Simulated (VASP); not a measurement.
Runs of VASP 6.6.1 on Hg. Symmetry: R-3m, No. 166, trigonal system. The conventional cell has a = 4.157 Å, b = 4.157 Å, c = 5.924 Å, α = 90.00°, β = 90.00°, γ = 120.00°. Within 4.1 Å of Hg (site symmetry -3m) lie 6 Hg at 3.11 Å. 

| k mesh | smearing | gap on the mesh (eV) | pressure (GPa) |
| --- | --- | --- | --- |
| 10 × 10 × 10 | fermi-dirac 0.01 eV | none | 0.1 |
| 10 × 10 × 10 | fermi-dirac 0.1 eV | none | 0.1 |
| 10 × 10 × 10 | methfessel-paxton 0.1 eV | none | 0.1 |
| 4 × 4 × 4 | fermi-dirac 0.1 eV | none | (a) |
| 10 × 10 × 10 | fermi-dirac 1 eV | none | 0.5 |

Alike in all rows: task single point; level PBE; potentials or basis VASP PAW PBE potentials, release 64 (Hg); no spin polarisation; cell as given; cutoff (eV) 520.

Task: Estimate the missing entries.

Result: (a) -0.4.

Caveats: some runs use coarse meshes; spin-orbit coupling is left out, which moves the levels of the heavy elements.

A k mesh can miss the band edges, and the runs leave out spin-orbit coupling on Hg.

A gap of «none» marks levels without a gap at the run's occupations.
